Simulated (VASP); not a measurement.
# Se3Br (I4/mmm) in VASP: a series of runs

Se3Br is run at these levels: PBE; tasks: single point.

Everything below comes from runs of VASP 6.6.1. Logs are shortened: lines on timing, memory, paths and dates and some standing lists are left out, and cuts for length are marked.

## Step 1: The cell of the first run

The structure is tetragonal, space group I4/mmm (No. 139). Conventional cell: a = 3.802 Å, b = 3.802 Å, c = 16.964 Å, α = 90.00°, β = 90.00°, γ = 90.00°. Within 3.5 Å of Se (site symmetry -4m2) lie 4 Se at 2.69 Å. Within 3.5 Å of Se (site symmetry 4/mmm) lie 4 Br at 2.69 Å. Within 3.5 Å of Br (site symmetry 4/mmm) lie 4 Se at 2.69 Å.

## Step 2: Single point, PBE

INCAR reads:

```
PREC     = Accurate       # precision mode
ENCUT    = 520            # plane-wave cutoff, eV
EDIFF    = 1E-6           # SCF threshold, eV
ISMEAR   = 0              # smearing method
SIGMA    = 0.1            # smearing width, eV
LREAL    = F              # projectors in reciprocal space
LASPH    = T              # aspherical terms in the spheres
NELM     = 100            # most SCF steps
ALGO     = Normal         # electronic algorithm
ISIF     = 2              # what is computed and relaxed
LWAVE    = F              # write WAVECAR
LCHARG   = F              # write CHGCAR
GGA      = PE             # functional
NBANDS   = 20             # bands
```

KPOINTS reads:

```
regular mesh
0
Gamma
  16 16 16
```

POSCAR reads:

```
Se3Br
1.0
   -1.9012420000      1.9012420000      8.4819000000
    1.9012420000     -1.9012420000      8.4819000000
    1.9012420000      1.9012420000     -8.4819000000
Se Br
3 1
Direct
    0.2500000000      0.7500000000      0.5000000000
    0.7500000000      0.2500000000      0.5000000000
    0.5000000000      0.5000000000      0.0000000000
    0.0000000000      0.0000000000      0.0000000000
```

Potentials or basis: VASP PAW PBE potentials, release 64 (Se, Br).

Launch:

```console
$ cat potpaw_PBE.64/Se/POTCAR potpaw_PBE.64/Br/POTCAR > POTCAR
$ mpirun -np 1 vasp_std > vasp.out
```

OUTCAR:

```text
PREC = Accurate
   ENCUT = 520
   EDIFF = 1E-6
   ISMEAR = 0
   LREAL = F
   LASPH = T
   NELM = 100
   ISIF = 2
   GGA = PE

 ion  position               nearest neighbor table
   1  0.250  0.750  0.500-   2 2.69   2 2.69   2 2.69   2 2.69
   2  0.750  0.250  0.500-   1 2.69   1 2.69   1 2.69   1 2.69
   3  0.500  0.500  0.000-   4 2.69   4 2.69   4 2.69   4 2.69
   4  0.000  0.000  0.000-   3 2.69   3 2.69   3 2.69   3 2.69

  LATTYP: Found a body centered tetragonal cell.
 ALAT       =     3.8024840000
 C/A-ratio  =     4.4612416515

  Lattice vectors:

 A1 = (  -1.9012420000,   1.9012420000,   8.4819000000)
 A2 = (   1.9012420000,  -1.9012420000,   8.4819000000)
 A3 = (   1.9012420000,   1.9012420000,  -8.4819000000)

Analysis of symmetry for initial positions (statically):
=====================================================================
 Subroutine PRICEL returns:
 Original cell was already a primitive cell.

 Routine SETGRP: Setting up the symmetry group for a
 body centered tetragonal supercell.

 Subroutine GETGRP returns: Found 16 space group operations
 (whereof 16 operations were pure point group operations)
 out of a pool of 16 trial point group operations.

The static configuration has the point symmetry D_4h.

Analysis of symmetry for dynamics (positions and initial velocities):
=====================================================================
 Subroutine PRICEL returns:
 Original cell was already a primitive cell.

 Routine SETGRP: Setting up the symmetry group for a
 body centered tetragonal supercell.

 Subroutine GETGRP returns: Found 16 space group operations
 (whereof 16 operations were pure point group operations)
 out of a pool of 16 trial point group operations.

The dynamic configuration has the point symmetry D_4h.

 Subroutine INISYM returns: Found 16 space group operations
 (whereof 16 operations are pure point group operations),
 and found     1 'primitive' translations

----------------------------------------------------------------------------------------

                                     Primitive cell

  volume of cell :     122.6388

  direct lattice vectors                    reciprocal lattice vectors
    -1.901242000  1.901242000  8.481900000     0.000000000  0.262985985  0.058949056
     1.901242000 -1.901242000  8.481900000     0.262985985  0.000000000  0.058949056
     1.901242000  1.901242000 -8.481900000     0.262985985  0.262985985  0.000000000

  length of vectors
     8.897868840  8.897868840  8.897868840     0.269511817  0.269511817  0.371918347

  position of ions in fractional coordinates (direct lattice)
     0.250000000  0.750000000  0.500000000
     0.750000000  0.250000000  0.500000000
     0.500000000  0.500000000  0.000000000
     0.000000000  0.000000000  0.000000000

  ion indices of the primitive-cell ions
   primitive index   ion index
                 1           1
                 2           2
                 3           3
                 4           4

----------------------------------------------------------------------------------------

 KPOINTS: regular mesh

Automatic generation of k-mesh.
 Grid dimensions read from file:
 generate k-points for:   16   16   16

 Generating k-lattice:

  Cartesian coordinates                     Fractional coordinates (reciprocal lattice)
     0.000000000  0.016436624  0.003684316     0.062500000  0.000000000  0.000000000
     0.016436624  0.000000000  0.003684316     0.000000000  0.062500000  0.000000000
     0.016436624  0.016436624  0.000000000     0.000000000  0.000000000  0.062500000

  Length of vectors
     0.016844489  0.016844489  0.023244897

  Shift w.r.t. Gamma in fractional coordinates (k-lattice)
     0.000000000  0.000000000  0.000000000

 Subroutine IBZKPT returns following result:
 ===========================================

 Found    349 irreducible k-points:

 Following reciprocal coordinates:
            Coordinates               Weight
  0.000000  0.000000  0.000000      1.000000
  0.062500 -0.000000  0.000000      8.000000
  0.125000 -0.000000  0.000000      8.000000
  0.187500 -0.000000  0.000000      8.000000
  0.250000 -0.000000  0.000000      8.000000
  0.312500 -0.000000  0.000000      8.000000
[... 16 lines left out ...]
 -0.125000  0.062500 -0.000000     16.000000
 -0.062500  0.062500  0.000000      4.000000
 [... further k-points ...]
   k-points           NKPTS =    349   k-points in BZ     NKDIM =    349   number of bands    NBANDS=     20
   number of dos      NEDOS =    301   number of ions     NIONS =      4
   total plane-waves  NPLWV = 343000
   dimension x,y,z NGX =    70 NGY =   70 NGZ =   70
   dimension x,y,z NGXF=   140 NGYF=  140 NGZF=  140
   ions per type =               3   1
   NGX,Y,Z   is equivalent  to a cutoff of  13.08, 13.08, 13.08 a.u.
   NGXF,Y,Z  is equivalent  to a cutoff of  26.16, 26.16, 26.16 a.u.
 SYSTEM =  unknown system
   PREC   = accura    normal or accurate (medium, high low for compatibility)
   ISTART =      0    job   : 0-new  1-cont  2-samecut
   ICHARG =      2    charge: 1-file 2-atom 10-const
   ISPIN  =      1    spin polarized calculation?
   LNONCOLLINEAR =      F non collinear calculations
   LSORBIT =      F    spin-orbit coupling
   LASPH  =      T    aspherical Exc in radial PAW
   ENCUT  =  520.0 eV  38.22 Ry    6.18 a.u.  16.54 16.54 16.54*2*pi/ulx,y,z
   NELM   =    100;   NELMIN=  2; NELMDL= -5     # of ELM steps
   EDIFF  = 0.1E-05   stopping-criterion for ELM
   LREAL  =      F    real-space projection
   EDIFFG = 0.1E-04   stopping-criterion for IOM
   NSW    =      0    number of steps for IOM
   IBRION =     -1    ionic relax: 0-MD 1-quasi-New 2-CG
   NFREE  =      0    steps in history (QN), initial steepest desc. (CG)
   ISIF   =      2    stress and relaxation
   ISYM   =      2    0-nonsym 1-usesym 2-fastsym
   POTIM  = 0.5000    time-step for ionic-motion
   TEBEG  =    0.0;   TEEND  =   0.0 temperature during run
   PSTRESS=    0.0 pullay stress
   NELECT =      25.0000    total number of electrons
   NUPDOWN=      -1.0000    fix difference up-down
   EMIN   =  10.00;   EMAX   =-10.00  energy-range for DOS
   EFERMI =   0.00;   METHOD = LEGACY
   ISMEAR =     0;   SIGMA  =   0.10  broadening in eV -4-tet -1-fermi 0-gaus
   EFERMI_NEDOS =   21; number of points for ismear=-14 and -15
   IALGO  =     38    algorithm
   IMIX   =      4    mixing-type and parameters
     AMIX     =   0.40;   BMIX     =  1.00
     AMIX_MAG =   1.60;   BMIX_MAG =  1.00
  volume/ion in A,a.u.               =      30.66       206.90
  Fermi-wavevector in a.u.,A,eV,Ry     =   0.963486  1.820725 12.630367  0.928306
  Thomas-Fermi vector in A             =   2.093036
   LORBIT       =      0    0 simple, 1 ext, 2 COOP (PROOUT), +10 PAW based schemes
   GGA     = PE    functional components
   LHFCALC =     F    Hartree Fock is set to
   AEXX    =    0.0000 exact exchange contribution
   IVDW    =     0    specifies the selected vdW correction
   LEPSILON=     F    determine dielectric tensor
   LRPA    =     F    only Hartree local field effects (RPA)
 non-spin polarized calculation
 Gauss-broadening in eV      SIGMA  =   0.10
  energy-cutoff  :      520.00
  volume of cell :      122.64
 maximum number of plane-waves:      3328
 NGX is ok and might be reduce to    70
   NGX = 33   NGY = 33   NGZ = 33

 number of electron      25.0000002 magnetization

 Free energy of the ion-electron system (eV)
  ---------------------------------------------------
  ext. energy  EPLUGINS =         0.00000000
  ---------------------------------------------------
  free energy    TOTEN  =       -10.97427865 eV

  energy without entropy =      -10.96219307  energy(sigma->0) =      -10.96823586

 E-fermi :   1.4496     XC(G=0):  -8.2167

 val. band max:        1.4466429982   @ k =  -0.2500   0.4375   0.2500
 cond. band min:       1.4561040001   @ k =  -0.3125   0.3750   0.3125
 fundamental gap:      0.0094610019
 Fermi energy:         1.4496340455

 k-point     1 :       0.0000    0.0000    0.0000
  band No.  band energies     occupation
      1     -15.3235      2.00000
      2     -13.5270      2.00000
      3      -9.4040      2.00000
      4      -7.9935      2.00000
      5      -3.4297      2.00000
      6      -3.4297      2.00000
[... 12 lines left out ...]
     19       6.0876      0.00000
     20      10.7536      0.00000

 k-point     2 :       0.0625   -0.0000    0.0000
  band No.  band energies     occupation
      1     -15.2990      2.00000
      2     -13.4933      2.00000
      3      -9.4825      2.00000
      4      -8.0979      2.00000
      5      -3.3942      2.00000
      6      -3.3656      2.00000
[... 12 lines left out ...]
     19       6.2267      0.00000
     20      10.6794      0.00000

 k-point     3 :       0.1250   -0.0000    0.0000
  band No.  band energies     occupation
      1     -15.2268      2.00000
      2     -13.3925      2.00000
      3      -9.7024      2.00000
      4      -8.3890      2.00000
      5      -3.2883      2.00000
      6      -3.1833      2.00000
[... 12 lines left out ...]
     19       6.6370      0.00000
     20      10.3701      0.00000

 k-point     4 :       0.1875   -0.0000    0.0000
  band No.  band energies     occupation
      1     -15.1112      2.00000
      2     -13.2254      2.00000
      3     -10.0241      2.00000
      4      -8.8162      2.00000
      5      -3.1144      2.00000
      6      -2.9047      2.00000
[... 429 lines left out ...]
 k-point    23 :      -0.1250    0.0625   -0.0000
  band No.  band energies     occupation
      1     -15.2032      2.00000
      2     -13.3593      2.00000
      3      -9.7573      2.00000
      4      -8.4608      2.00000
      5      -3.5802      2.00000
      6      -2.8702      2.00000
[... 12 lines left out ...]
     19       6.7639      0.00000
     20      10.2143      0.00000

 k-point    24 :      -0.0625    0.0625    0.0000
  band No.  band energies     occupation
      1     -15.2747      2.00000
      2     -13.4598      2.00000
      3      -9.5544      2.00000
      4      -8.1927      2.00000
      5      -3.5336      2.00000
      6      -3.1318      2.00000
[... 12 lines left out ...]
     19       6.3628      0.00000
     20      10.5107      0.00000

 [... further k-points ...]

------------------------ aborting loop because EDIFF is reached ----------------------------------------

  FORCE on cell =-STRESS in cart. coord.  units (eV):
  Direction    XX          YY          ZZ          XY          YZ          ZX
  --------------------------------------------------------------------------------------
  -------------------------------------------------------------------------------------
  Total        0.0868155      0.0868155      0.1134908      0.0000000     -0.0000000      0.0000000
  in kB        1.1341743      1.1341743      1.4826659      0.0000000     -0.0000000      0.0000000
  external PRESSURE =       1.2503382 kB  Pullay stress =       0.0000000 kB

 VOLUME and BASIS-vectors are now :
 -----------------------------------------------------------------------------
  energy-cutoff  :      520.00
  volume of cell :      122.64
      direct lattice vectors                 reciprocal lattice vectors
    -1.901242000  1.901242000  8.481900000     0.000000000  0.262985985  0.058949056
     1.901242000 -1.901242000  8.481900000     0.262985985  0.000000000  0.058949056
     1.901242000  1.901242000 -8.481900000     0.262985985  0.262985985  0.000000000

 POSITION                                       TOTAL-FORCE (eV/Angst)
 -----------------------------------------------------------------------------------
      1.90124     -0.00000      4.24095         0.000000      0.000000     -0.000000
     -0.00000      1.90124      4.24095        -0.000000     -0.000000     -0.000000
      0.00000      0.00000      8.48190        -0.000000      0.000000      0.000000
      0.00000      0.00000      0.00000        -0.000000      0.000000      0.000000
 -----------------------------------------------------------------------------------
    total drift:                               -0.000000     -0.000000     -0.000000

  FREE ENERGIE OF THE ION-ELECTRON SYSTEM (eV)
  ---------------------------------------------------
  free  energy   TOTEN  =       -10.9742786465 eV

  energy  without entropy=      -10.9621930699  energy(sigma->0) =      -10.96823586
```

Wall time 39 min (1 thread of Intel Xeon 6975P-C (Granite Rapids), shared host); peak memory 1.2 GiB.

What came out:

```
Free energy : -10.9743 eV
Pressure    : 0.1 GPa
```

Levels at points of the mesh, in eV from the Fermi level:
```tsv
k point	band 10	band 11	band 12	band 13	band 14	band 15
(0.00, 0.00, 0.00)	-3.14	0.42	1.25	2.53	2.53	3.70
(0.50, 0.00, 0.00)	-1.41	-1.41	-1.40	-1.35	-1.06	-0.84
(0.50, 0.50, 0.00)	-0.97	-0.95	-0.75	3.95	3.95	5.47
(0.50, 0.50, 0.50)	-3.49	0.39	1.26	2.53	2.53	3.70
```

Caveat: an odd number of electrons without spin polarisation forces a metal; a magnetic or distorted state may lie lower.

## Step 3: Single point, PBE

INCAR reads:

```
  PREC = Accurate
  ENCUT = 520
  EDIFF = 1E-6
  ISMEAR = 0
  SIGMA = 0.1
  LREAL = False
  LASPH = True
  NELM = 100
  ALGO = Normal
  ISIF = 2
  LWAVE = False
  LCHARG = False
  GGA = PE
  NBANDS = 20
```

KPOINTS reads:

```
Automatic mesh
0
Gamma
  6 6 6
```

POSCAR is that of step 2.

Potentials or basis: VASP PAW PBE potentials, release 64 (Se, Br).

Launch:

```console
$ cat potpaw_PBE.64/Se/POTCAR potpaw_PBE.64/Br/POTCAR > POTCAR
$ mpirun -np 1 vasp_std > vasp.out
```

Wall time 3.9 min (1 thread of Intel Xeon 6975P-C (Granite Rapids), shared host); peak memory 0.65 GiB.

The run converged. Its results:

```yaml
Free_energy: -10.9073 eV
Pressure: 0.3 GPa
```

Stress tensor (GPa, compression positive):
```
0.32 0.00 0.00
0.00 0.32 0.00
0.00 0.00 0.17
```

Levels at points of the mesh, in eV from the Fermi level:
| k point | band 9 | band 10 | band 11 | band 12 | band 13 | band 14 | band 15 | band 16 |
| --- | --- | --- | --- | --- | --- | --- | --- | --- |
| (0.00, 0.00, 0.00) | -3.91 | -3.10 | 0.47 | 1.31 | 2.61 | 2.61 | 3.68 | 3.68 |
| (0.50, 0.00, 0.00) | -1.43 | -1.42 | -1.41 | -1.33 | -1.27 | -1.01 | -0.86 | -0.83 |
| (0.50, 0.50, 0.00) | -2.68 | -0.92 | -0.90 | -0.70 | 4.03 | 4.03 | 5.45 | 5.45 |
| (0.50, 0.50, 0.50) | -3.90 | -3.45 | 0.44 | 1.31 | 2.61 | 2.61 | 3.68 | 3.68 |

Caveat: the k points lie up to 0.39 Å⁻¹ apart; an odd number of electrons without spin polarisation forces a metal; a magnetic or distorted state may lie lower.
